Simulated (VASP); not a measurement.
# Pd (Fm-3m) in VASP: notebook

Runs on Pd. Level: PBE. Tasks: single point, relaxation of cell and atoms.

Everything below comes from runs of VASP 6.6.1. Logs are shortened: lines on timing, memory, paths and dates and some standing lists are left out, and cuts for length are marked.

## Step 1: The cell of the first run

It takes space group Fm-3m (No. 225, cubic). The conventional cell has a = 3.942 Å, b = 3.942 Å, c = 3.942 Å, α = 90.00°, β = 90.00°, γ = 90.00°. Within 3.7 Å of Pd (site symmetry m-3m) lie 12 Pd at 2.79 Å.

## Step 2: Single point, PBE

INCAR reads:

```
SYSTEM = Pd
ALGO = Normal
EDIFF = 1E-6
ENCUT = 520
GGA = PE
ISIF = 2
ISMEAR = 0
LASPH = .True.
LCHARG = .False.
LREAL = .False.
LWAVE = .False.
NBANDS = 11
NELM = 60
PREC = Accurate
SIGMA = 0.1
```

KPOINTS reads:

```
k-points
0
Gamma
  18 18 18
  0 0 0
```

POSCAR reads:

```
Pd
1.0
    0.0000000000      1.9711878737      1.9711878737
    1.9711878737      0.0000000000      1.9711878737
    1.9711878737      1.9711878737      0.0000000000
Pd
1
Direct
    0.0000000000      0.0000000000      0.0000000000
```

Potentials or basis: VASP PAW PBE potentials, release 64 (Pd).

Started as:

```bash
cat potpaw_PBE.64/Pd/POTCAR > POTCAR
mpirun -np 1 vasp_std > vasp.out
```

OUTCAR:

```text
SYSTEM = Pd
   EDIFF = 1E-6
   ENCUT = 520
   GGA = PE
   ISIF = 2
   ISMEAR = 0
   LASPH = .True.
   LREAL = .False.
   NELM = 60
   PREC = Accurate

 ion  position               nearest neighbor table
   1  0.000  0.000  0.000-

  LATTYP: Found a face centered cubic cell.
 ALAT       =     3.9423757474

  Lattice vectors:

 A1 = (   0.0000000000,   1.9711878737,   1.9711878737)
 A2 = (   1.9711878737,   0.0000000000,   1.9711878737)
 A3 = (   1.9711878737,   1.9711878737,   0.0000000000)

Analysis of symmetry for initial positions (statically):
=====================================================================
 Subroutine PRICEL returns:
 Original cell was already a primitive cell.

 Routine SETGRP: Setting up the symmetry group for a
 face centered cubic supercell.

 Subroutine GETGRP returns: Found 48 space group operations
 (whereof 48 operations were pure point group operations)
 out of a pool of 48 trial point group operations.

The static configuration has the point symmetry O_h .

Analysis of symmetry for dynamics (positions and initial velocities):
=====================================================================
 Subroutine PRICEL returns:
 Original cell was already a primitive cell.

 Routine SETGRP: Setting up the symmetry group for a
 face centered cubic supercell.

 Subroutine GETGRP returns: Found 48 space group operations
 (whereof 48 operations were pure point group operations)
 out of a pool of 48 trial point group operations.

The dynamic configuration has the point symmetry O_h .

 Subroutine INISYM returns: Found 48 space group operations
 (whereof 48 operations are pure point group operations),
 and found     1 'primitive' translations

----------------------------------------------------------------------------------------

                                     Primitive cell

  volume of cell :      15.3184

  direct lattice vectors                    reciprocal lattice vectors
     0.000000000  1.971187874  1.971187874    -0.253654158  0.253654158  0.253654158
     1.971187874  0.000000000  1.971187874     0.253654158 -0.253654158  0.253654158
     1.971187874  1.971187874  0.000000000     0.253654158  0.253654158 -0.253654158

  length of vectors
     2.787680625  2.787680625  2.787680625     0.439341889  0.439341889  0.439341889

  position of ions in fractional coordinates (direct lattice)
     0.000000000  0.000000000  0.000000000

  ion indices of the primitive-cell ions
   primitive index   ion index
[... 73 lines left out ...]
   EDIFF  = 0.1E-05   stopping-criterion for ELM
   LREAL  =      F    real-space projection
   EDIFFG = 0.1E-04   stopping-criterion for IOM
   NSW    =      0    number of steps for IOM
   IBRION =     -1    ionic relax: 0-MD 1-quasi-New 2-CG
   NFREE  =      0    steps in history (QN), initial steepest desc. (CG)
   ISIF   =      2    stress and relaxation
   ISYM   =      2    0-nonsym 1-usesym 2-fastsym
   POTIM  = 0.5000    time-step for ionic-motion
   TEBEG  =    0.0;   TEEND  =   0.0 temperature during run
   PSTRESS=    0.0 pullay stress
   NELECT =      10.0000    total number of electrons
   NUPDOWN=      -1.0000    fix difference up-down
   EMIN   =  10.00;   EMAX   =-10.00  energy-range for DOS
   EFERMI =   0.00;   METHOD = LEGACY
   ISMEAR =     0;   SIGMA  =   0.10  broadening in eV -4-tet -1-fermi 0-gaus
   EFERMI_NEDOS =   21; number of points for ismear=-14 and -15
   IALGO  =     38    algorithm
   IMIX   =      4    mixing-type and parameters
     AMIX     =   0.40;   BMIX     =  1.00
     AMIX_MAG =   1.60;   BMIX_MAG =  1.00
  volume/ion in A,a.u.               =      15.32       103.37
  Fermi-wavevector in a.u.,A,eV,Ry     =   1.420158  2.683710 27.440912  2.016850
  Thomas-Fermi vector in A             =   2.541103
   LORBIT       =      0    0 simple, 1 ext, 2 COOP (PROOUT), +10 PAW based schemes
   GGA     = PE    functional components
   LHFCALC =     F    Hartree Fock is set to
   AEXX    =    0.0000 exact exchange contribution
   IVDW    =     0    specifies the selected vdW correction
   LEPSILON=     F    determine dielectric tensor
   LRPA    =     F    only Hartree local field effects (RPA)
 non-spin polarized calculation
 Gauss-broadening in eV      SIGMA  =   0.10
  energy-cutoff  :      520.00
  volume of cell :       15.32
 maximum number of plane-waves:       424
 NGX is ok and might be reduce to    24
   NGX = 11   NGY = 11   NGZ = 11

 number of electron      10.0000000 magnetization

 Free energy of the ion-electron system (eV)
  ---------------------------------------------------
  ext. energy  EPLUGINS =         0.00000000
  ---------------------------------------------------
  free energy    TOTEN  =        -5.22597092 eV

  energy without entropy =       -5.21373866  energy(sigma->0) =       -5.21985479

 E-fermi :   9.1517     XC(G=0): -12.9501

 val. band max:        9.1503474981   @ k =  -0.4444   0.3889   0.1111
 cond. band min:       9.1577129272   @ k =  -0.3889   0.3889   0.0556
 fundamental gap:      0.0073654291
 Fermi energy:         9.1517274051

 k-point     1 :       0.0000    0.0000    0.0000
  band No.  band energies     occupation
      1       2.3071      2.00000
      2       6.4848      2.00000
      3       6.4848      2.00000
      4       6.4848      2.00000
      5       7.9985      2.00000
      6       7.9985      2.00000
      7      26.3249      0.00000
      8      30.8876      0.00000
      9      30.8876      0.00000
     10      30.8876      0.00000
     11      35.4756      0.00000
[... 309 lines left out ...]
 k-point    24 :      -0.2222    0.0556    0.0000
  band No.  band energies     occupation
      1       3.9784      2.00000
      2       6.2798      2.00000
      3       6.7930      2.00000
      4       6.8242      2.00000
      5       7.8905      2.00000
      6       8.3840      2.00000
      7      23.7713      0.00000
      8      27.2617      0.00000
      9      30.9128      0.00000
     10      33.3813      0.00000
     11      33.6900      0.00000

 [... further k-points ...]
[... 5 lines left out ...]
  --------------------------------------------------------------------------------------
  -------------------------------------------------------------------------------------
  Total       -0.0303851     -0.0303851     -0.0303851      0.0000000      0.0000000      0.0000000
  in kB       -3.1780276     -3.1780276     -3.1780276      0.0000000      0.0000000      0.0000000
  external PRESSURE =      -3.1780276 kB  Pullay stress =       0.0000000 kB

 VOLUME and BASIS-vectors are now :
 -----------------------------------------------------------------------------
  energy-cutoff  :      520.00
  volume of cell :       15.32
      direct lattice vectors                 reciprocal lattice vectors
     0.000000000  1.971187874  1.971187874    -0.253654158  0.253654158  0.253654158
     1.971187874  0.000000000  1.971187874     0.253654158 -0.253654158  0.253654158
     1.971187874  1.971187874  0.000000000     0.253654158  0.253654158 -0.253654158

 POSITION                                       TOTAL-FORCE (eV/Angst)
 -----------------------------------------------------------------------------------
      0.00000      0.00000      0.00000         0.000000     -0.000000      0.000000
 -----------------------------------------------------------------------------------
    total drift:                                0.000000      0.000000     -0.000000

  FREE ENERGIE OF THE ION-ELECTRON SYSTEM (eV)
  ---------------------------------------------------
  free  energy   TOTEN  =        -5.2259709213 eV

  energy  without entropy=       -5.2137386572  energy(sigma->0) =       -5.21985479
```

OSZICAR:

```text
N       E                     dE             d eps       ncg     rms          rms(c)
DAV:   1     0.422711863705E+02    0.42271E+02   -0.51766E+03  4306   0.853E+02
DAV:   2    -0.489343210703E+01   -0.47165E+02   -0.45641E+02  4851   0.180E+02
DAV:   3    -0.549285183772E+01   -0.59942E+00   -0.59774E+00  5130   0.214E+01
DAV:   4    -0.549570597942E+01   -0.28541E-02   -0.28538E-02  5140   0.158E+00
DAV:   5    -0.549573931180E+01   -0.33332E-04   -0.33332E-04  5689   0.152E-01    0.695E+00
DAV:   6    -0.523742865754E+01    0.25831E+00   -0.11257E+00  5253   0.852E+00    0.339E+00
DAV:   7    -0.522916220998E+01    0.82664E-02   -0.10420E-02  5469   0.755E-01    0.182E+00
DAV:   8    -0.522597006582E+01    0.31921E-02   -0.96787E-04  5261   0.229E-01    0.622E-02
DAV:   9    -0.522596713431E+01    0.29315E-05   -0.27474E-05  5572   0.451E-02    0.189E-02
DAV:  10    -0.522597131855E+01   -0.41842E-05   -0.30398E-06  5236   0.162E-02    0.440E-03
DAV:  11    -0.522597092127E+01    0.39728E-06   -0.31701E-08  3471   0.181E-03
   1 F= -.52259709E+01 E0= -.52198548E+01  d E =-.122323E-01
```

stdout:

```text
POSCAR found type information on POSCAR Pd
 POSCAR found :  1 types and       1 ions
 scaLAPACK will be used
 LDA part: xc-table for (Slater+PW92), standard interpolation
 POSCAR, INCAR and KPOINTS ok, starting setup
 FFT: planning ... GRIDC
 FFT: planning ... GRID_SOFT
 FFT: planning ... GRID
 WAVECAR not read
 entering main loop
```

It took 9.4 s on 1 thread of Intel Xeon 6975P-C (Granite Rapids), shared host; peak memory 0.16 GiB.

Results:

```yaml
Free_energy: -5.2260 eV
Pressure: -0.3 GPa
Band_gap_on_the_k_mesh: zero (band 5 reaches 9.42 eV, above the bottom of band 6 at 7.94 eV)
```

## Step 3: Relaxation of cell and atoms, PBE

This run uses another cell than the first one, of 14.75 Å³/atom, 0.963 times its volume.

INCAR reads:

```
SYSTEM = Pd
PREC = Accurate ; ENCUT = 600
EDIFF = 1E-7 ; ISMEAR = 0
SIGMA = 0.1 ; LREAL = .False.
LASPH = .True. ; NELM = 80
ALGO = Normal ; ISIF = 3
LWAVE = .False. ; LCHARG = .False.
GGA = PE ; IBRION = 2
NSW = 100 ; EDIFFG = -0.005
```

KPOINTS reads:

```
regular mesh
0
Gamma
  18 18 18
  0 0 0
```

POSCAR reads:

```
Pd
1.0
    0.0000000000      1.9465000000      1.9465000000
    1.9465000000      0.0000000000      1.9465000000
    1.9465000000      1.9465000000      0.0000000000
Pd
1
Direct
    0.0000000000      0.0000000000      0.0000000000
```

Potentials or basis: VASP PAW PBE potentials, release 64 (Pd).

Started as:

```bash
cat potpaw_PBE.64/Pd/POTCAR > POTCAR
mpirun -np 1 vasp_std > vasp.out
```

It took 29 s on 1 thread of Intel Xeon 6975P-C (Granite Rapids), shared host; peak memory 0.17 GiB.

The run converged. Its results:

| Item | Value |
| --- | --- |
| Free energy | -5.2257 eV |
| Relaxed volume | 15.28 Å³/atom |
| Relaxed cell | a = 2.785 Å, b = 2.785 Å, c = 2.785 Å, α = 60.00°, β = 60.00°, γ = 60.00° |
| Space group after relaxing (to 0.05 Å) | Fm-3m (No. 225) |
| Energy gained by relaxing | 10.6 meV/atom |
| Ionic steps | 7 |
| Pressure after relaxing | 0.1 GPa |
| Band gap on the k mesh | zero (band 5 reaches 9.47 eV, above the bottom of band 6 at 7.98 eV) |

The path:
```tsv
step	energy change (eV)	largest force (eV/Å)	pressure (GPa)	volume (Å³)
1	0.0000	0.0000	6.65	14.75
2	0.0098	0.0000	-7.59	16.10
3	-0.0106	0.0000	-0.06	15.29
4	-0.0106	0.0000	0.06	15.28
5	-0.0106	0.0000	0.06	15.28
6	-0.0106	0.0000	0.05	15.28
7	-0.0106	0.0000	0.05	15.28
```

Final structure:
```
CELL_PARAMETERS angstrom
0.00000 1.96952 1.96952
1.96952 0.00000 1.96952
1.96952 1.96952 0.00000
ATOMIC_POSITIONS crystal
Pd 0.00000 0.00000 0.00000
```

Levels at points of the mesh, in eV from the Fermi level:
```csv
k point,band 2,band 3,band 4,band 5,band 6,band 7,band 8,band 9
"(0.00, 0.00, 0.00)",-2.68,-2.68,-2.68,-1.16,-1.16,17.18,21.75,21.75
"(0.50, 0.00, 0.00)",-2.72,-2.72,-0.02,-0.02,1.10,7.05,16.52,20.77
"(0.50, 0.50, 0.00)",-4.82,-0.05,0.27,0.27,3.36,10.42,13.02,13.02
```

PBE usually gives volumes a little too large and moduli too small. Zero-point motion and thermal expansion aren't in these numbers.

## Step 4: Relaxation of cell and atoms, PBE

This run uses another cell than the first one, of 14.75 Å³/atom, 0.963 times its volume.

INCAR is that of step 3.

KPOINTS is that of step 3.

POSCAR is that of step 3.

Started as:

```bash
cat potpaw_PBE.64/Pd/POTCAR > POTCAR
mpirun -np 1 vasp_std > vasp.out
```

It took 30 s on 1 thread of Intel Xeon 6975P-C (Granite Rapids), shared host; peak memory 0.17 GiB.

It converged, with:

```yaml
Free_energy: -5.2257 eV
Relaxed_volume: 15.28 Å³/atom
Relaxed_cell: a = 2.785 Å, b = 2.785 Å, c = 2.785 Å, α = 60.00°, β = 60.00°, γ = 60.00°
Space_group_after_relaxing_to_0.05_Å: Fm-3m (No. 225)
Energy_gained_by_relaxing: 10.6 meV/atom
Ionic_steps: 7
Pressure_after_relaxing: 0.1 GPa
Band_gap_on_the_k_mesh: zero (band 5 reaches 9.47 eV, above the bottom of band 6 at 7.98 eV)
```

Step by step:
```csv
step,energy change (eV),largest force (eV/Å),pressure (GPa),volume (Å³)
1,0.0000,0.0000,6.65,14.75
2,0.0098,0.0000,-7.59,16.10
3,-0.0106,0.0000,-0.06,15.29
4,-0.0106,0.0000,0.06,15.28
5,-0.0106,0.0000,0.06,15.28
6,-0.0106,0.0000,0.05,15.28
7,-0.0106,0.0000,0.05,15.28
```

Final structure:
```
Pd
1.0
     0.00000    1.96952    1.96952
     1.96952    0.00000    1.96952
     1.96952    1.96952    0.00000
Pd
1
Direct
  0.00000 0.00000 0.00000
```

Levels at points of the mesh, in eV from the Fermi level:
```
           k point  band 2  band 3  band 4  band 5  band 6  band 7  band 8  band 9
(0.00, 0.00, 0.00)   -2.68   -2.68   -2.68   -1.16   -1.16   17.18   21.75   21.75
(0.50, 0.00, 0.00)   -2.72   -2.72   -0.02   -0.02    1.10    7.05   16.52   20.77
(0.50, 0.50, 0.00)   -4.82   -0.05    0.27    0.27    3.36   10.42   13.02   13.02
```

PBE usually gives volumes a little too large and moduli too small. Zero-point motion and thermal expansion aren't in these numbers.

## Step 5: Single point, PBE (volume scaled by 0.88)

INCAR reads:

```
PREC = Accurate
ENCUT = 520
EDIFF = 1E-6
ISMEAR = 0
SIGMA = 0.1
LREAL = F
LASPH = T
NELM = 80
ALGO = Fast
ISIF = 2
LWAVE = F
LCHARG = F
GGA = PE
NBANDS = 11
```

KPOINTS reads:

```
Automatic mesh
0
Gamma
  18 18 18
```

POSCAR reads:

```
Pd
1.0
    0.0000000000      1.8889577420      1.8889577420
    1.8889577420      0.0000000000      1.8889577420
    1.8889577420      1.8889577420      0.0000000000
Pd
1
Direct
    0.0000000000      0.0000000000      0.0000000000
```

Started as:

```bash
cat potpaw_PBE.64/Pd/POTCAR > POTCAR
mpirun -np 1 vasp_std > vasp.out
```

Run time: 11 s. Hardware: 1 thread of AMD EPYC 9R45 (Zen 5), shared host; peak memory 0.11 GiB.

Results (log left out):

```
Free energy            : -5.0768 eV
Pressure               : 30.0 GPa
Band gap on the k mesh : zero (band 5 reaches 11.74 eV, above the bottom of band 6 at 9.89 eV)
```

Levels at points of the mesh, in eV from the Fermi level:
```
           k point  band 3  band 4  band 5  band 6  band 7  band 8
(0.00, 0.00, 0.00)   -3.28   -3.28   -1.42   -1.42   17.18   22.49
(0.50, 0.00, 0.00)   -3.35   -0.02   -0.02    0.81    8.08   16.57
(0.50, 0.50, 0.00)   -0.05    0.35    0.35    3.35   11.75   13.70
```

Caveat: the cell differs from its parent crystal (volume scaled by 0.88).

## Step 6: Single point, PBE (volume scaled by 0.91)

INCAR reads:

```
SYSTEM = Pd
PREC     = Accurate       ! precision mode
ENCUT    = 520            ! plane-wave cutoff, eV
EDIFF    = 1E-6           ! SCF threshold, eV
ISMEAR   = 0              ! smearing method
SIGMA    = 0.1            ! smearing width, eV
LREAL    = .FALSE.        ! projectors in reciprocal space
LASPH    = .TRUE.         ! aspherical terms in the spheres
NELM     = 100            ! most SCF steps
ALGO     = Fast           ! electronic algorithm
ISIF     = 2              ! what is computed and relaxed
LWAVE    = .FALSE.        ! write WAVECAR
LCHARG   = .FALSE.        ! write CHGCAR
GGA      = PE             ! functional
NBANDS   = 11             ! bands
```

KPOINTS reads:

```
regular mesh
0
G
  18 18 18
  0 0 0
```

POSCAR reads:

```
Pd
1.0
    0.0000000000      1.9101837630      1.9101837630
    1.9101837630      0.0000000000      1.9101837630
    1.9101837630      1.9101837630      0.0000000000
Pd
1
Direct
    0.0000000000      0.0000000000      0.0000000000
```

Potentials or basis: VASP PAW PBE potentials, release 64 (Pd).

Started as:

```bash
cat potpaw_PBE.64/Pd/POTCAR > POTCAR
mpirun -np 1 vasp_std > vasp.out
```

Run time: 12 s. Hardware: 1 thread of AMD EPYC 9R45 (Zen 5), shared host; peak memory 0.11 GiB.

The run converged. Its results:

```
Free energy            : -5.1485 eV
Pressure               : 20.1 GPa
Band gap on the k mesh : zero (band 5 reaches 11.10 eV, above the bottom of band 6 at 9.35 eV)
```

Levels at points of the mesh, in eV from the Fermi level:
| k point | band 1 | band 2 | band 3 | band 4 | band 5 | band 6 | band 7 | band 8 | band 9 | band 10 |
| --- | --- | --- | --- | --- | --- | --- | --- | --- | --- | --- |
| (0.00, 0.00, 0.00) | -7.59 | -3.11 | -3.11 | -3.11 | -1.34 | -1.34 | 17.20 | 22.31 | 22.31 | 22.31 |
| (0.50, 0.00, 0.00) | -5.76 | -3.17 | -3.17 | -0.02 | -0.02 | 0.89 | 7.79 | 16.58 | 21.66 | 21.66 |
| (0.50, 0.50, 0.00) | -5.90 | -5.58 | -0.05 | 0.33 | 0.33 | 3.35 | 11.38 | 13.52 | 13.52 | 22.42 |

Caveat: the cell differs from its parent crystal (volume scaled by 0.91).

## Step 7: The runs side by side

| task | cell | cutoff (eV) | gap on the mesh (eV) | pressure (GPa) |
| --- | --- | --- | --- | --- |
| single point | a = 2.788 Å, angles 60.0°, 1 atom | 520 | none | -0.3 |
| relaxation of cell and atoms | relaxed from a = 2.753 Å, angles 60.0°, 1 atom | 600 | none | 0.1 |
| single point | a = 2.671 Å, angles 60.0°, 1 atom | 520 | none | 30.0 |
| single point | a = 2.701 Å, angles 60.0°, 1 atom | 520 | none | 20.1 |

Alike in all rows: level PBE; potentials or basis VASP PAW PBE potentials, release 64 (Pd); no spin polarisation; k mesh 18 × 18 × 18; smearing gaussian 0.1 eV.

Total energies depend on the potentials used, so only differences within one code and one set of settings carry meaning.
